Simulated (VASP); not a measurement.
The system is Ti.

```
Ti
1.0
     2.95000    0.00000    0.00000
    -1.47500    2.55477    0.00000
     0.00000    0.00000    4.68000
Ti
2
Direct
  0.66667 0.33333 0.75000
  0.33333 0.66667 0.25000
```

| Quantity | Value |
| --- | --- |
| Program | VASP 6.6.1 |
| Task | relaxation of cell and atoms |
| Functional | PBEsol |
| Dispersion | D4 |
| Potentials or basis | VASP PAW PBE potentials, release 64 (Ti_sv) |
| Cutoff | 600 eV |
| k mesh | 10 × 10 × 6 |
| Occupations | fermi-dirac, width 0.05 eV |
| Spin | no spin polarisation |

At the start: pressure -6.9 GPa; volume 17.64 Å³/atom.

Problem. How do energy, volume and symmetry change on relaxing?

Solution. Over 7 steps the energy falls by 25.4 meV/atom and the volume is 16.52 Å³/atom (-6.3 %); space group P6_3/mmc (No. 194, to 0.1 Å) before and after.

The path:
| step | energy change (eV) | largest force (eV/Å) | pressure (GPa) | volume (Å³) |
| --- | --- | --- | --- | --- |
| 1 | 0.0000 | 0.0000 | -6.92 | 35.27 |
| 2 | -0.0227 | 0.0000 | 6.08 | 31.52 |
| 3 | -0.0506 | 0.0000 | -0.03 | 33.05 |
| 4 | -0.0506 | 0.0000 | 0.12 | 33.01 |
| 5 | -0.0507 | 0.0000 | -0.08 | 33.07 |
| 6 | -0.0507 | 0.0000 | -0.12 | 33.08 |
| 7 | -0.0507 | 0.0000 | 0.02 | 33.04 |

Final structure:
```
Ti
1.0
     2.89211    0.00000    0.00000
    -1.44606    2.50464    0.00000
     0.00000    0.00000    4.56151
Ti
2
Direct
  0.66667 0.33333 0.75000
  0.33333 0.66667 0.25000
```

Caveat: the PAW data sets were made with another functional, which shifts forces and pressure a little.
